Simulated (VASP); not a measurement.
# Sc (Fm-3m) in VASP: a series of runs, part 2 of 3

VASP 6.6.1.

## 3. Single point, r2SCAN

The input, POSCAR:

```
Sc
1.0
    0.0000000000      2.2794288667      2.2794288667
    2.2794288667      0.0000000000      2.2794288667
    2.2794288667      2.2794288667      0.0000000000
Sc
1
Direct
    0.0000000000      0.0000000000      0.0000000000
```

The input, INCAR.step1:

```
SYSTEM = Sc
ALGO = Normal ; EDIFF = 1E-4
ENCUT = 520 ; GGA = PE
ISMEAR = -1 ; LASPH = .True.
LCHARG = .False. ; LREAL = .False.
LWAVE = .True. ; NBANDS = 12
NELM = 60 ; PREC = Accurate
SIGMA = 0.1
```

The input, INCAR.step2:

```
SYSTEM = Sc
ALGO = Normal ; EDIFF = 1E-6
ENCUT = 520 ; ISIF = 2
ISMEAR = -1 ; ISTART = 1
LASPH = .True. ; LCHARG = .True.
LELF = .True. ; LMIXTAU = .True.
LREAL = .False. ; LVHAR = .True.
LWAVE = .False. ; METAGGA = R2SCAN
NBANDS = 12 ; NELM = 60
PREC = Accurate ; SIGMA = 0.1
```

The input, KPOINTS:

```
k-points
0
Gamma
  11 11 11
  0 0 0
```

Potentials or basis: VASP PAW PBE potentials, release 64 (Sc_sv).

Run with:

```sh
cat potpaw_PBE.64/Sc_sv/POTCAR > POTCAR
cp INCAR.step1 INCAR
mpirun -np 1 vasp_std > vasp.out
cp INCAR.step2 INCAR
mpirun -np 1 vasp_std > vasp.out
```

OUTCAR:

```text
SYSTEM = Sc
   EDIFF = 1E-6
   ENCUT = 520
   ISIF = 2
   ISMEAR = -1
   ISTART = 1
   LASPH = .True.
   LREAL = .False.
   METAGGA = R2SCAN
   NELM = 60
   PREC = Accurate

 ion  position               nearest neighbor table
   1  0.000  0.000  0.000-

  LATTYP: Found a face centered cubic cell.
 ALAT       =     4.5588577334

  Lattice vectors:

 A1 = (   0.0000000000,   2.2794288667,   2.2794288667)
 A2 = (   2.2794288667,   0.0000000000,   2.2794288667)
 A3 = (   2.2794288667,   2.2794288667,   0.0000000000)

Analysis of symmetry for initial positions (statically):
=====================================================================
 Subroutine PRICEL returns:
 Original cell was already a primitive cell.

 Routine SETGRP: Setting up the symmetry group for a
 face centered cubic supercell.

 Subroutine GETGRP returns: Found 48 space group operations
 (whereof 48 operations were pure point group operations)
 out of a pool of 48 trial point group operations.

The static configuration has the point symmetry O_h .

Analysis of symmetry for dynamics (positions and initial velocities):
=====================================================================
 Subroutine PRICEL returns:
 Original cell was already a primitive cell.

 Routine SETGRP: Setting up the symmetry group for a
 face centered cubic supercell.

 Subroutine GETGRP returns: Found 48 space group operations
 (whereof 48 operations were pure point group operations)
 out of a pool of 48 trial point group operations.

The dynamic configuration has the point symmetry O_h .

 Subroutine INISYM returns: Found 48 space group operations
 (whereof 48 operations are pure point group operations),
 and found     1 'primitive' translations

----------------------------------------------------------------------------------------

                                     Primitive cell

  volume of cell :      23.6869

  direct lattice vectors                    reciprocal lattice vectors
     0.000000000  2.279428867  2.279428867    -0.219353193  0.219353193  0.219353193
     2.279428867  0.000000000  2.279428867     0.219353193 -0.219353193  0.219353193
     2.279428867  2.279428867  0.000000000     0.219353193  0.219353193 -0.219353193

  length of vectors
     3.223599218  3.223599218  3.223599218     0.379930875  0.379930875  0.379930875

  position of ions in fractional coordinates (direct lattice)
     0.000000000  0.000000000  0.000000000

  ion indices of the primitive-cell ions
   primitive index   ion index
                 1           1

----------------------------------------------------------------------------------------

 KPOINTS: k-points

Automatic generation of k-mesh.
 Grid dimensions read from file:
 generate k-points for:   11   11   11

 Generating k-lattice:

  Cartesian coordinates                     Fractional coordinates (reciprocal lattice)
    -0.019941199  0.019941199  0.019941199     0.090909091  0.000000000  0.000000000
     0.019941199 -0.019941199  0.019941199     0.000000000  0.090909091  0.000000000
     0.019941199  0.019941199 -0.019941199     0.000000000  0.000000000  0.090909091

  Length of vectors
     0.034539170  0.034539170  0.034539170

  Shift w.r.t. Gamma in fractional coordinates (k-lattice)
     0.000000000  0.000000000  0.000000000

 Subroutine IBZKPT returns following result:
 ===========================================

 Found     56 irreducible k-points:

 Following reciprocal coordinates:
            Coordinates               Weight
  0.000000  0.000000  0.000000      1.000000
  0.090909  0.000000  0.000000      8.000000
  0.181818  0.000000  0.000000      8.000000
  0.272727  0.000000  0.000000      8.000000
  0.363636  0.000000  0.000000      8.000000
  0.454545  0.000000  0.000000      8.000000
[... 16 lines left out ...]
 -0.272727  0.181818  0.000000     24.000000
 -0.181818  0.181818  0.000000     12.000000
 [... further k-points ...]
   k-points           NKPTS =     56   k-points in BZ     NKDIM =     56   number of bands    NBANDS=     12
   number of dos      NEDOS =    301   number of ions     NIONS =      1
   total plane-waves  NPLWV =  13824
   dimension x,y,z NGX =    24 NGY =   24 NGZ =   24
   dimension x,y,z NGXF=    48 NGYF=   48 NGZF=   48
   ions per type =               1
   NGX,Y,Z   is equivalent  to a cutoff of  12.38, 12.38, 12.38 a.u.
   NGXF,Y,Z  is equivalent  to a cutoff of  24.75, 24.75, 24.75 a.u.
 SYSTEM =  Sc
   PREC   = accura    normal or accurate (medium, high low for compatibility)
   ISTART =      1    job   : 0-new  1-cont  2-samecut
   ICHARG =      0    charge: 1-file 2-atom 10-const
   ISPIN  =      1    spin polarized calculation?
   LNONCOLLINEAR =      F non collinear calculations
   LSORBIT =      F    spin-orbit coupling
   LASPH  =      T    aspherical Exc in radial PAW
   ENCUT  =  520.0 eV  38.22 Ry    6.18 a.u.   5.99  5.99  5.99*2*pi/ulx,y,z
   NELM   =     60;   NELMIN=  2; NELMDL=  0     # of ELM steps
   EDIFF  = 0.1E-05   stopping-criterion for ELM
   LREAL  =      F    real-space projection
   EDIFFG = 0.1E-04   stopping-criterion for IOM
   NSW    =      0    number of steps for IOM
   IBRION =     -1    ionic relax: 0-MD 1-quasi-New 2-CG
   NFREE  =      0    steps in history (QN), initial steepest desc. (CG)
   ISIF   =      2    stress and relaxation
   ISYM   =      2    0-nonsym 1-usesym 2-fastsym
   POTIM  = 0.5000    time-step for ionic-motion
   TEBEG  =    0.0;   TEEND  =   0.0 temperature during run
   PSTRESS=    0.0 pullay stress
   NELECT =      11.0000    total number of electrons
   NUPDOWN=      -1.0000    fix difference up-down
   EMIN   =  10.00;   EMAX   =-10.00  energy-range for DOS
   EFERMI =   0.00;   METHOD = LEGACY
   ISMEAR =    -1;   SIGMA  =   0.10  broadening in eV -4-tet -1-fermi 0-gaus
   EFERMI_NEDOS =   21; number of points for ismear=-14 and -15
   IALGO  =     38    algorithm
   IMIX   =      4    mixing-type and parameters
     AMIX     =   0.40;   BMIX     =  1.00
     AMIX_MAG =   1.60;   BMIX_MAG =  1.00
  volume/ion in A,a.u.               =      23.69       159.85
  Fermi-wavevector in a.u.,A,eV,Ry     =   1.267758  2.395715 21.867423  1.607210
  Thomas-Fermi vector in A             =   2.400889
   LORBIT       =      0    0 simple, 1 ext, 2 COOP (PROOUT), +10 PAW based schemes
   METAGGA = R2SCAN    functional components
   LHFCALC =     F    Hartree Fock is set to
   AEXX    =    0.0000 exact exchange contribution
   IVDW    =     0    specifies the selected vdW correction
   LEPSILON=     F    determine dielectric tensor
   LRPA    =     F    only Hartree local field effects (RPA)
 non-spin polarized calculation
  energy-cutoff  :      520.00
  volume of cell :       23.69
 maximum number of plane-waves:       649
   NGX = 11   NGY = 11   NGZ = 11

 number of electron      10.9999996 magnetization

 Free energy of the ion-electron system (eV)
  ---------------------------------------------------
  ext. energy  EPLUGINS =         0.00000000
  ---------------------------------------------------
  free energy    TOTEN  =       -11.31114628 eV

  energy without entropy =      -11.25234057  energy(sigma->0) =      -11.28174342

 E-fermi :   4.0293     XC(G=0): -10.7846

 val. band max:        4.0268505852   @ k =  -0.3636   0.1818   0.0000
 cond. band min:       4.0312371262   @ k =  -0.4545   0.0909   0.0000
 fundamental gap:      0.0043865410
 Fermi energy:         4.0293396375

 k-point     1 :       0.0000    0.0000    0.0000
  band No.  band energies     occupation
      1     -47.4097      2.00000
      2     -24.8200      2.00000
      3     -24.8200      2.00000
      4     -24.8199      2.00000
      5      -1.6254      2.00000
      6       5.8829      0.00000
      7       5.8829      0.00000
      8       5.8829      0.00000
      9       7.4246      0.00000
     10       7.4246      0.00000
     11      17.2150      0.00000
     12      21.0915      0.00000
[... 331 lines left out ...]
 k-point    24 :      -0.1818    0.1818    0.0000
  band No.  band energies     occupation
      1     -47.3608      2.00000
      2     -25.0814      2.00000
      3     -24.9270      2.00000
      4     -24.8500      2.00000
      5       0.5490      2.00000
      6       4.7005      0.00243
      7       5.6995      0.00000
      8       6.6639      0.00000
      9       6.6922      0.00000
     10       8.1924      0.00000
     11      15.6549      0.00000
     12      16.1960      0.00000

 [... further k-points ...]

------------------------ aborting loop because EDIFF is reached ----------------------------------------

  FORCE on cell =-STRESS in cart. coord.  units (eV):
  Direction    XX          YY          ZZ          XY          YZ          ZX
  --------------------------------------------------------------------------------------
  -------------------------------------------------------------------------------------
  Total        0.5452247      0.5452247      0.5452247     -0.0000000     -0.0000000      0.0000000
  in kB       36.8789032     36.8789032     36.8789032     -0.0000000     -0.0000000      0.0000000
  external PRESSURE =      36.8789032 kB  Pullay stress =       0.0000000 kB

 VOLUME and BASIS-vectors are now :
 -----------------------------------------------------------------------------
  energy-cutoff  :      520.00
  volume of cell :       23.69
      direct lattice vectors                 reciprocal lattice vectors
     0.000000000  2.279428867  2.279428867    -0.219353193  0.219353193  0.219353193
     2.279428867  0.000000000  2.279428867     0.219353193 -0.219353193  0.219353193
     2.279428867  2.279428867  0.000000000     0.219353193  0.219353193 -0.219353193

 POSITION                                       TOTAL-FORCE (eV/Angst)
 -----------------------------------------------------------------------------------
      0.00000      0.00000      0.00000         0.000000      0.000000      0.000000
 -----------------------------------------------------------------------------------
    total drift:                               -0.000000     -0.000000     -0.000000

  FREE ENERGIE OF THE ION-ELECTRON SYSTEM (eV)
  ---------------------------------------------------
  free  energy   TOTEN  =       -11.3111462839 eV

  energy  without entropy=      -11.2523405656  energy(sigma->0) =      -11.28174342
```

OSZICAR.step1:

```text
N       E                     dE             d eps       ncg     rms          rms(c)
DAV:   1     0.694483795500E+02    0.69448E+02   -0.51179E+03  1352   0.905E+02
DAV:   2    -0.548130395089E+01   -0.74930E+02   -0.73366E+02  1344   0.274E+02
DAV:   3    -0.685410305091E+01   -0.13728E+01   -0.13417E+01  1756   0.486E+01
DAV:   4    -0.687628393542E+01   -0.22181E-01   -0.22161E-01  1680   0.504E+00
DAV:   5    -0.687672047884E+01   -0.43654E-03   -0.43653E-03  1776   0.691E-01    0.550E+00
DAV:   6    -0.630268446114E+01    0.57404E+00   -0.86781E-01  2020   0.134E+01    0.163E+00
DAV:   7    -0.622920671080E+01    0.73478E-01   -0.16964E-01  2108   0.570E+00    0.559E-01
DAV:   8    -0.622525325015E+01    0.39535E-02   -0.13376E-02  1620   0.162E+00    0.154E-01
DAV:   9    -0.622481098350E+01    0.44227E-03   -0.17688E-03  2040   0.622E-01    0.295E-02
DAV:  10    -0.622480293910E+01    0.80444E-05   -0.49872E-05   816   0.101E-01
   1 F= -.62248029E+01 E0= -.61944227E+01  d E =-.607605E-01
```

Run time: 58 s. Hardware: 1 thread of AMD EPYC 7R43 (Zen 3), shared host; peak memory 0.11 GiB.

What came out:

| Item | Value |
| --- | --- |
| Free energy | -11.3111 eV |
| Pressure | 3.7 GPa |

Levels at points of the mesh, in eV from the Fermi level:
```tsv
k point	band 2	band 3	band 4	band 5	band 6	band 7	band 8	band 9
(0.00, 0.00, 0.00)	-28.85	-28.85	-28.85	-5.65	1.85	1.85	1.85	3.40
```

Caveat: the PAW data sets were made with another functional, which shifts forces and pressure a little.

(Part 2 of 3 ends here.)
